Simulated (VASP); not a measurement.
A run of VASP 6.6.1 is set up as follows.

File INCAR:

```
SYSTEM = LiF
PREC = Accurate ; ENCUT = 520
EDIFF = 1E-7 ; ISMEAR = 0
SIGMA = 0.05 ; LREAL = .FALSE.
LASPH = .TRUE. ; NELM = 60
ALGO = Normal ; ISIF = 2
LWAVE = .FALSE. ; LCHARG = .FALSE.
GGA = PS ; NBANDS = 18
```

File KPOINTS:

```
Automatic mesh
0
G
  9 9 6
  0 0 0
```

POSCAR

```
LiF
1.0
    3.0609398175      0.0000000000      0.0000000000
   -1.5304699087      2.6508516414      0.0000000000
    0.0000000000      0.0000000000      4.8073245700
Li F
2 2
Direct
    0.3333333333      0.6666666667      0.3811542600
    0.6666666667      0.3333333333      0.8811542600
    0.3333333333      0.6666666667      1.0250461267
    0.6666666667      0.3333333333      0.5250461267
```

Potentials or basis: VASP PAW PBE potentials, release 64 (Li_sv, F).

Run with:

```bash
$ cat potpaw_PBE.64/Li_sv/POTCAR potpaw_PBE.64/F/POTCAR > POTCAR
$ mpirun -np 1 vasp_std > vasp.out
```

**Question.** Estimate the band gap on the k mesh.

**Answer.** 7.79 eV, direct.

**Question.** What does it give for the largest force?

**Answer.** 0.817 eV/Å.

Forces on the atoms (eV/Å):
```
Li   0.000  0.000  0.817
Li   0.000  0.000  0.817
F    0.000  0.000 -0.817
F    0.000  0.000 -0.817
```

Caveat: the cell differs from its parent crystal (all F atoms moved +0.150 Å, as atom 3 along Cartesian [0 0 1]); the PAW data sets were made with another functional, which shifts forces and pressure a little. A k mesh can miss the band edges.
